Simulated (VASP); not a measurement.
Write the native input for VASP 6.6.1 that does the following.

```
Task                   : single point
Functional             : PBE
Potentials or basis    : VASP PAW PBE potentials, release 64 (Ti_sv, Si)
Cutoff                 : 520 eV
k mesh                 : 7 × 7 × 7
Occupations            : fermi-dirac, width 0.05 eV
Spin                   : no spin polarisation
Dipole correction      : no
Further INCAR settings : ALGO = Normal; EDIFF = 1e-06; NBANDS = 29
```

The structure of TiSi2 lies in POSCAR:

```
TiSi2
1.0
    0.0000000000      4.0618673723      4.2052840453
    2.3572172929      0.0000000000      4.2052840453
    2.3572172929      4.0618673723      0.0000000000
Ti Si
2 4
Direct
    0.7500000000      0.7500000000      0.7500000000
    0.5000000000      0.5000000000      0.5000000000
    0.4125656100      0.0874343900      0.4125656100
    0.0874343900      0.4125656100      0.0874343900
    0.1625656100      0.8374343900      0.1625656100
    0.8374343900      0.1625656100      0.8374343900
```

This cell differs from its parent crystal: volume scaled by 0.96.

One way to write it, as run:

INCAR

```
SYSTEM = TiSi2
PREC = Accurate
ENCUT = 520
EDIFF = 1E-6
ISMEAR = -1
SIGMA = 0.05
LREAL = .FALSE.
LASPH = .TRUE.
NELM = 100
ALGO = Normal
ISIF = 2
LWAVE = .FALSE.
LCHARG = .FALSE.
GGA = PE
NBANDS = 29
```

KPOINTS

```
regular mesh
0
G
  7 7 7
  0 0 0
```

Potentials or basis: VASP PAW PBE potentials, release 64 (Ti_sv, Si).

Run with:

```bash
$ cat potpaw_PBE.64/Ti_sv/POTCAR potpaw_PBE.64/Si/POTCAR > POTCAR
$ mpirun -np 1 vasp_std > vasp.out
```

Results of the run:

```json
{
  "Pressure": "8.8 GPa",
  "Largest force": "0.045 eV/Å",
  "Band gap on the k mesh": "zero (band 20 reaches 11.42 eV, above the bottom of band 21 at 9.54 eV)"
}
```

Wall time 3 min on 1 thread of Intel(R) Xeon(R) 6975P-C (Granite Rapids) (shared host), peak memory 0.3 GiB.
